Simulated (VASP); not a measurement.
# H9O4F in VASP: a series of runs

H9O4F is run at these levels: LDA; tasks: single point.

Program: VASP 6.6.1. These are calculated values, not measurements. Logs are shortened: lines on timing, memory, paths and dates and some standing lists are left out, and cuts for length are marked.

## 1. The cell of the first run

The cell holds a disordered packing, 14 atoms: a = 5.360 Å, b = 5.360 Å, c = 5.360 Å, α = 90.00°, β = 90.00°, γ = 90.00°.

## 2. Single point, LDA

Input file INCAR:

```
SYSTEM = H9O4F
  PREC = Accurate
  ENCUT = 520
  EDIFF = 1E-6
  ISMEAR = -1
  SIGMA = 0.05
  LREAL = .FALSE.
  LASPH = .TRUE.
  NELM = 120
  ALGO = Normal
  ISIF = 2
  LWAVE = .FALSE.
  LCHARG = .FALSE.
  GGA = CA
  NBANDS = 33
  GGA_COMPAT = .FALSE.
```

Input file KPOINTS:

```
regular mesh
0
G
  1 1 1
  0 0 0
```

Input file POSCAR:

```
H9O4F
1.0
    5.3601080000      0.0000000000      0.0000000000
    0.0000000000      5.3601080000      0.0000000000
    0.0000000000      0.0000000000      5.3601080000
O H F
4 9 1
Direct
    0.1062105465      0.1636907316      0.1812650044
    0.8269049803      0.2678117680      0.7933235674
    0.5789808713      0.7101349450      0.6600053581
    0.4908483187      0.9161942259      1.0989144249
    0.0053730261      0.2228873000      0.0276860093
    0.2563008059      0.0561742413      0.1496051945
    0.7669621582      0.1018822755      0.7462163076
    0.9607269107      0.3261501447      0.6741282079
    0.4365210552      0.6344088589      0.5843165847
    0.6581210677      0.5519478339      0.7182131405
    0.6298193992      0.9954650167      1.1918043442
    0.5020234667      0.8345727362      0.9304849828
    0.1235422868      0.2911135373      0.3446572345
    0.1661160559      0.4174356188      0.5142433697
```

Potentials or basis: VASP PAW LDA potentials, release 64 (O, H, F).

Run with:

```console
cat potpaw_LDA.64/O/POTCAR potpaw_LDA.64/H/POTCAR potpaw_LDA.64/F/POTCAR > POTCAR
mpirun -np 1 vasp_gam > vasp.out
```

OUTCAR:

```text
SYSTEM = H9O4F
   PREC = Accurate
   ENCUT = 520
   EDIFF = 1E-6
   ISMEAR = -1
   LREAL = .FALSE.
   LASPH = .TRUE.
   NELM = 120
   ISIF = 2
   GGA = CA

 ion  position               nearest neighbor table
   1  0.106  0.164  0.181-   6 1.00   5 1.03  13 1.11
   2  0.827  0.268  0.793-   7 0.98   8 1.01
   3  0.579  0.710  0.660-   9 0.96  10 1.00
   4  0.491  0.916  0.099-  11 0.99  12 1.01
   5  0.005  0.223  0.028-   1 1.03
   6  0.256  0.056  0.150-   1 1.00
   7  0.767  0.102  0.746-   2 0.98
   8  0.961  0.326  0.674-   2 1.01
   9  0.437  0.634  0.584-   3 0.96
  10  0.658  0.552  0.718-   3 1.00
  11  0.630  0.995  0.192-   4 0.99
  12  0.502  0.835  0.930-   4 1.01
  13  0.124  0.291  0.345-   1 1.11  14 1.16
  14  0.166  0.417  0.514-  13 1.16

  LATTYP: Found a simple cubic cell.
 ALAT       =     5.3601080000

  Lattice vectors:

 A1 = (   5.3601080000,   0.0000000000,   0.0000000000)
 A2 = (   0.0000000000,   5.3601080000,   0.0000000000)
 A3 = (   0.0000000000,   0.0000000000,   5.3601080000)

Analysis of symmetry for initial positions (statically):
=====================================================================
 Subroutine PRICEL returns:
 Original cell was already a primitive cell.

 Routine SETGRP: Setting up the symmetry group for a
 simple cubic supercell.

 Subroutine GETGRP returns: Found  1 space group operations
 (whereof  1 operations were pure point group operations)
 out of a pool of 48 trial point group operations.

The static configuration has the point symmetry C_1 .

Analysis of symmetry for dynamics (positions and initial velocities):
=====================================================================
 Subroutine PRICEL returns:
 Original cell was already a primitive cell.

 Routine SETGRP: Setting up the symmetry group for a
 simple cubic supercell.

 Subroutine GETGRP returns: Found  1 space group operations
 (whereof  1 operations were pure point group operations)
 out of a pool of 48 trial point group operations.

The dynamic configuration has the point symmetry C_1 .

 Subroutine INISYM returns: Found  1 space group operations
 (whereof  1 operations are pure point group operations),
 and found     1 'primitive' translations

----------------------------------------------------------------------------------------

                                     Primitive cell

  volume of cell :     154.0000

  direct lattice vectors                    reciprocal lattice vectors
     5.360108000  0.000000000  0.000000000     0.186563405  0.000000000  0.000000000
     0.000000000  5.360108000  0.000000000     0.000000000  0.186563405  0.000000000
     0.000000000  0.000000000  5.360108000     0.000000000  0.000000000  0.186563405

  length of vectors
     5.360108000  5.360108000  5.360108000     0.186563405  0.186563405  0.186563405

  position of ions in fractional coordinates (direct lattice)
     0.106210547  0.163690732  0.181265004
     0.826904980  0.267811768  0.793323567
     0.578980871  0.710134945  0.660005358
     0.490848319  0.916194226  0.098914425
     0.005373026  0.222887300  0.027686009
     0.256300806  0.056174241  0.149605194
     0.766962158  0.101882276  0.746216308
     0.960726911  0.326150145  0.674128208
     0.436521055  0.634408859  0.584316585
     0.658121068  0.551947834  0.718213140
     0.629819399  0.995465017  0.191804344
     0.502023467  0.834572736  0.930484983
     0.123542287  0.291113537  0.344657234
     0.166116056  0.417435619  0.514243370

  ion indices of the primitive-cell ions
   primitive index   ion index
                 1           1
                 2           2
                 3           3
                 4           4
                 5           5
                 6           6
                 7           7
                 8           8
                 9           9
                10          10
                11          11
                12          12
                13          13
                14          14

----------------------------------------------------------------------------------------

 KPOINTS: regular mesh

Automatic generation of k-mesh.
 Grid dimensions read from file:
 generate k-points for:    1    1    1

 Generating k-lattice:

  Cartesian coordinates                     Fractional coordinates (reciprocal lattice)
     0.186563405  0.000000000  0.000000000     1.000000000  0.000000000  0.000000000
     0.000000000  0.186563405  0.000000000     0.000000000  1.000000000  0.000000000
     0.000000000  0.000000000  0.186563405     0.000000000  0.000000000  1.000000000

  Length of vectors
     0.186563405  0.186563405  0.186563405

  Shift w.r.t. Gamma in fractional coordinates (k-lattice)
     0.000000000  0.000000000  0.000000000

 Subroutine IBZKPT returns following result:
 ===========================================

 Found      1 irreducible k-points:

 Following reciprocal coordinates:
            Coordinates               Weight
  0.000000  0.000000  0.000000      1.000000
   k-points           NKPTS =      1   k-points in BZ     NKDIM =      1   number of bands    NBANDS=     33
   number of dos      NEDOS =    301   number of ions     NIONS =     14
   total plane-waves  NPLWV =  64000
   dimension x,y,z NGX =    40 NGY =   40 NGZ =   40
   dimension x,y,z NGXF=    80 NGYF=   80 NGZF=   80
   ions per type =               4   9   1
   NGX,Y,Z   is equivalent  to a cutoff of  12.41, 12.41, 12.41 a.u.
   NGXF,Y,Z  is equivalent  to a cutoff of  24.81, 24.81, 24.81 a.u.
 SYSTEM =  H9O4F
   PREC   = accura    normal or accurate (medium, high low for compatibility)
   ISTART =      0    job   : 0-new  1-cont  2-samecut
   ICHARG =      2    charge: 1-file 2-atom 10-const
   ISPIN  =      1    spin polarized calculation?
   LNONCOLLINEAR =      F non collinear calculations
   LSORBIT =      F    spin-orbit coupling
   LASPH  =      T    aspherical Exc in radial PAW
   ENCUT  =  520.0 eV  38.22 Ry    6.18 a.u.   9.97  9.97  9.97*2*pi/ulx,y,z
   NELM   =    120;   NELMIN=  2; NELMDL= -5     # of ELM steps
   EDIFF  = 0.1E-05   stopping-criterion for ELM
   LREAL  =      F    real-space projection
   EDIFFG = 0.1E-04   stopping-criterion for IOM
   NSW    =      0    number of steps for IOM
   IBRION =     -1    ionic relax: 0-MD 1-quasi-New 2-CG
   NFREE  =      0    steps in history (QN), initial steepest desc. (CG)
   ISIF   =      2    stress and relaxation
   ISYM   =      2    0-nonsym 1-usesym 2-fastsym
   POTIM  = 0.5000    time-step for ionic-motion
   TEBEG  =    0.0;   TEEND  =   0.0 temperature during run
   PSTRESS=    0.0 pullay stress
   NELECT =      40.0000    total number of electrons
   NUPDOWN=      -1.0000    fix difference up-down
   EMIN   =  10.00;   EMAX   =-10.00  energy-range for DOS
   EFERMI =   0.00;   METHOD = LEGACY
   ISMEAR =    -1;   SIGMA  =   0.05  broadening in eV -4-tet -1-fermi 0-gaus
   EFERMI_NEDOS =   21; number of points for ismear=-14 and -15
   IALGO  =     38    algorithm
   IMIX   =      4    mixing-type and parameters
     AMIX     =   0.40;   BMIX     =  1.00
     AMIX_MAG =   1.60;   BMIX_MAG =  1.00
  volume/ion in A,a.u.               =      11.00        74.23
  Fermi-wavevector in a.u.,A,eV,Ry     =   1.044531  1.973877 14.844565  1.091045
  Thomas-Fermi vector in A             =   2.179288
   LORBIT       =      0    0 simple, 1 ext, 2 COOP (PROOUT), +10 PAW based schemes
   GGA     = CA    functional components
   LHFCALC =     F    Hartree Fock is set to
   AEXX    =    0.0000 exact exchange contribution
   IVDW    =     0    specifies the selected vdW correction
   LEPSILON=     F    determine dielectric tensor
   LRPA    =     F    only Hartree local field effects (RPA)
 non-spin polarized calculation
  energy-cutoff  :      520.00
  volume of cell :      154.00
 maximum number of plane-waves:      2070
 NGX is ok and might be reduce to    40
   NGX = 19   NGY = 19   NGZ = 19

 number of electron      40.0000006 magnetization

 Free energy of the ion-electron system (eV)
  ---------------------------------------------------
  ext. energy  EPLUGINS =         0.00000000
  ---------------------------------------------------
  free energy    TOTEN  =       -71.34752973 eV

  energy without entropy =      -71.34752973  energy(sigma->0) =      -71.34752973

 E-fermi :  -3.2652     XC(G=0):  -6.9061

 val. band max:       -4.5190005960   @ k =   0.0000   0.0000   0.0000
 cond. band min:       0.5673867622   @ k =   0.0000   0.0000   0.0000
 fundamental gap:      5.0863873583
 Fermi energy:        -3.2652241585

 k-point     1 :       0.0000    0.0000    0.0000
  band No.  band energies     occupation
      1     -25.0567      2.00000
      2     -22.8458      2.00000
      3     -22.5218      2.00000
      4     -22.3487      2.00000
      5     -21.6530      2.00000
      6     -11.2633      2.00000
[... 24 lines left out ...]
     31       8.3776      0.00000
     32       8.6345      0.00000
 [bands above 32 left out]

------------------------ aborting loop because EDIFF is reached ----------------------------------------

  FORCE on cell =-STRESS in cart. coord.  units (eV):
  Direction    XX          YY          ZZ          XY          YZ          ZX
  --------------------------------------------------------------------------------------
  -------------------------------------------------------------------------------------
  Total        0.8644494     -0.4063832      0.4774445     -1.0323613      1.1090544     -0.9424970
  in kB        8.9935162     -4.2279094      4.9672141    -10.7404300     11.5383264     -9.8055045
  external PRESSURE =       3.2442736 kB  Pullay stress =       0.0000000 kB

 VOLUME and BASIS-vectors are now :
 -----------------------------------------------------------------------------
  energy-cutoff  :      520.00
  volume of cell :      154.00
      direct lattice vectors                 reciprocal lattice vectors
     5.360108000  0.000000000  0.000000000     0.186563405  0.000000000  0.000000000
     0.000000000  5.360108000  0.000000000     0.000000000  0.186563405  0.000000000
     0.000000000  0.000000000  5.360108000     0.000000000  0.000000000  0.186563405

 POSITION                                       TOTAL-FORCE (eV/Angst)
 -----------------------------------------------------------------------------------
      0.56930      0.87740      0.97160        -1.855193      0.357912     -0.631623
      4.43230      1.43550      4.25230        -0.172355      0.128681      0.701051
      3.10340      3.80640      3.53770         0.998585      0.038614      1.126589
      2.63100      4.91090      0.53019        -0.740970      0.651797      1.249062
      0.02880      1.19470      0.14840         0.211909     -0.306226      0.259377
      1.37380      0.30110      0.80190         1.057909     -0.651856     -0.528349
      4.11100      0.54610      3.99980        -0.124189     -0.043041     -0.173869
      5.14960      1.74820      3.61340         0.570004      0.055286     -0.472044
      2.33980      3.40050      3.13200        -1.795000     -0.342980     -1.051333
      3.52760      2.95850      3.84970         0.477363      0.094333      0.228654
      3.37590      5.33580      1.02809        -0.200904     -0.817958     -1.153576
      2.69090      4.47340      4.98750         1.110351      0.039406     -0.269331
      0.66220      1.56040      1.84740         0.379530      0.146379     -0.277968
      0.89040      2.23750      2.75640         0.082959      0.649653      0.993361
 -----------------------------------------------------------------------------------
    total drift:                                0.003075      0.001824     -0.000060

  FREE ENERGIE OF THE ION-ELECTRON SYSTEM (eV)
  ---------------------------------------------------
  free  energy   TOTEN  =       -71.3475297320 eV

  energy  without entropy=      -71.3475297320  energy(sigma->0) =      -71.34752973
```

Wall time 3.8 s (1 thread of Intel Xeon 6975P-C (Granite Rapids), shared host); peak memory 0.17 GiB.

What came out:

| Quantity | Value |
| --- | --- |
| Free energy | -71.3475 eV |
| Pressure | 0.3 GPa |
| Largest force | 2.108 eV/Å |

Forces in eV/Å, atoms in the order of the input:
```
O   -1.855  0.358 -0.632
O   -0.172  0.129  0.701
O    0.999  0.039  1.127
O   -0.741  0.652  1.249
H    0.212 -0.306  0.259
H    1.058 -0.652 -0.528
H   -0.124 -0.043 -0.174
H    0.570  0.055 -0.472
H   -1.795 -0.343 -1.051
H    0.477  0.094  0.229
H   -0.201 -0.818 -1.154
H    1.110  0.039 -0.269
H    0.380  0.146 -0.278
F    0.083  0.650  0.993
```

Stress tensor (GPa, compression positive):
```
 0.90 -1.07 -0.98
-1.07 -0.42  1.15
-0.98  1.15  0.50
```

Caveat: the k points lie up to 1.17 Å⁻¹ apart.

## 3. Single point, LDA

Input file INCAR:

```
SYSTEM = H9O4F
ALGO = Normal
EDIFF = 1E-6
ENCUT = 520
GGA = CA
GGA_COMPAT = .False.
ISIF = 2
ISMEAR = -1
LASPH = .True.
LCHARG = .True.
LELF = .True.
LREAL = .False.
LVHAR = .True.
LWAVE = .False.
NBANDS = 33
NELM = 120
PREC = Accurate
SIGMA = 0.05
```

Input file KPOINTS:

```
k-points
0
Gamma
  1 1 1
  0 0 0
```

Input file POSCAR:

```
H9O4F
1.0
    5.3601080000      0.0000000000      0.0000000000
    0.0000000000      5.3601080000      0.0000000000
    0.0000000000      0.0000000000      5.3601080000
O H F
4 9 1
Direct
    0.1016397431      0.1802015930      0.1507245750
    0.7839580844      0.3107959765      0.7781186498
    0.4873782394      0.6723371992      0.7137915878
    0.4445246253      0.8777248518      1.1226826027
   -0.0149996978      0.2149210426     -0.0048879612
    0.2850315703      0.0013619129      0.1514521722
    0.6960867206      0.2319542815      0.6472817339
    0.9570329553      0.3372506673      0.6673372999
    0.3573622024      0.5548209103      0.6146704507
    0.6211068881      0.5412950635      0.7641077381
    0.5786264008      0.9921628445      1.0885414995
    0.4537222011      0.7484550684      0.8842732273
    0.1401091172      0.3212248708      0.2762257775
    0.1910036141      0.3906637702      0.5541119694
```

Potentials or basis: VASP PAW LDA potentials, release 64 (O, H, F).

Run with:

```console
cat potpaw_LDA.64/O/POTCAR potpaw_LDA.64/H/POTCAR potpaw_LDA.64/F/POTCAR > POTCAR
mpirun -np 1 vasp_gam > vasp.out
```

Run time: 4.8 s. Hardware: 1 thread of Intel Xeon 6975P-C (Granite Rapids), shared host; peak memory 0.18 GiB.

Results (log left out):

- Free energy: -71.0287 eV
- Pressure: -0.7 GPa
- Largest force: 2.808 eV/Å

Forces on the atoms (eV/Å):
```
O   -1.138  0.710 -1.004
O    2.682  0.830 -0.066
O    1.295 -1.136 -1.088
O   -0.870 -0.073  0.066
H    1.133  0.003  1.951
H    0.484 -0.405 -0.497
H   -1.478 -1.521 -1.050
H   -0.412  0.472  1.034
H   -0.524  0.466  0.774
H    0.150  0.176 -0.394
H    0.728  0.539  0.046
H   -1.094  0.877  1.284
H   -0.512 -0.880 -0.640
F   -0.443 -0.057 -0.415
```

Stress tensor (GPa, compression positive):
```
-1.48  0.41  0.02
 0.41  1.29  1.57
 0.02  1.57 -1.84
```

Levels at points of the mesh, in eV from the Fermi level:
| k point | band 16 | band 17 | band 18 | band 19 | band 20 | band 21 | band 22 | band 23 | band 24 | band 25 |
| --- | --- | --- | --- | --- | --- | --- | --- | --- | --- | --- |
| (0.00, 0.00, 0.00) | -2.75 | -2.65 | -2.27 | -1.67 | -1.27 | 3.27 | 7.19 | 7.65 | 8.31 | 8.49 |

Caveat: the k points lie up to 1.17 Å⁻¹ apart.

## 4. Single point, LDA

Input file INCAR:

```
ALGO     = Normal         # electronic algorithm
EDIFF    = 1E-6           # SCF threshold, eV
ENCUT    = 520            # plane-wave cutoff, eV
GGA_COMPAT= False        
ISIF     = 2              # what is computed and relaxed
ISMEAR   = -1             # smearing method
LASPH    = True           # aspherical terms in the spheres
LCHARG   = False          # write CHGCAR
LREAL    = False          # projectors in reciprocal space
LWAVE    = False          # write WAVECAR
NBANDS   = 33             # bands
NELM     = 120            # most SCF steps
PREC     = Accurate       # precision mode
SIGMA    = 0.05           # smearing width, eV
```

Input file KPOINTS:

```
k-points
0
Gamma
  1 1 1
```

Input file POSCAR:

```
H9O4F
1.0
    5.3601080000      0.0000000000      0.0000000000
    0.0000000000      5.3601080000      0.0000000000
    0.0000000000      0.0000000000      5.3601080000
O H F
4 9 1
Direct
    0.0717895983      0.2083540108      0.1696980732
    0.8238080277      0.3018969021      0.8104874006
    0.4876021155      0.6828780316      0.7517385844
    0.4209616672      0.9418093815      1.1244549550
   -0.0089923561      0.2824010262      0.0151676048
    0.2463196637      0.1088410905      0.1314152625
    0.7017582482      0.1622168807      0.8112709669
    0.9703722388      0.3022886852      0.6750796812
    0.3343589346      0.5931596901      0.6866839250
    0.6385505665      0.5637946101      0.7795925007
    0.5073405237      0.8502440622      1.2543030849
    0.4477894848      0.8091814568      0.9560068566
    0.1410232779      0.3112623850      0.3353290643
    0.1856679007      0.3754028837      0.5491307265
```

Run with:

```console
cat potpaw_LDA.64/O/POTCAR potpaw_LDA.64/H/POTCAR potpaw_LDA.64/F/POTCAR > POTCAR
mpirun -np 1 vasp_gam > vasp.out
```

Wall time 3.9 s (1 thread of Intel Xeon 6975P-C (Granite Rapids), shared host); peak memory 0.18 GiB.

It converged, with:

| Quantity | Value |
| --- | --- |
| Free energy | -71.2732 eV |
| Pressure | -0.5 GPa |
| Largest force | 2.302 eV/Å |

Forces on the atoms (eV/Å):
```
O    1.521  0.078  0.875
O   -0.430  0.462 -0.957
O    0.743 -0.258  0.371
O    1.126 -1.188 -1.618
H   -0.589  0.009  0.215
H   -0.780 -0.556  0.261
H    0.662  0.351 -0.082
H   -0.754 -0.011  0.285
H    0.809 -0.479 -0.081
H   -1.207 -0.007 -0.434
H   -0.070  0.332  0.707
H   -0.360  0.916  0.406
H   -0.920 -0.205 -0.870
F    0.248  0.554  0.922
```

Stress tensor (GPa, compression positive):
```
-2.56 -1.14  1.24
-1.14 -0.66  0.29
 1.24  0.29  1.68
```

Levels at points of the mesh, in eV from the Fermi level:
| k point | band 18 | band 19 | band 20 | band 21 | band 22 | band 23 |
| --- | --- | --- | --- | --- | --- | --- |
| (0.00, 0.00, 0.00) | -1.90 | -1.48 | -1.24 | 3.57 | 7.32 | 7.76 |

Caveat: the k points lie up to 1.17 Å⁻¹ apart.

## 5. Summary

```csv
cell,pressure (GPa),largest force (eV/Å)
"as given, atomic positions A",0.3,2.11
"as given, atomic positions B",-0.7,2.81
"as given, atomic positions C",-0.5,2.30
```

Alike in all rows: task single point; level LDA; potentials or basis VASP PAW LDA potentials, release 64 (O, H, F); no spin polarisation; k mesh 1 × 1 × 1; cutoff (eV) 520; smearing fermi-dirac 0.05 eV.

Caveats: all runs use coarse meshes.

Absolute energies hang on the potentials; compare differences alone.
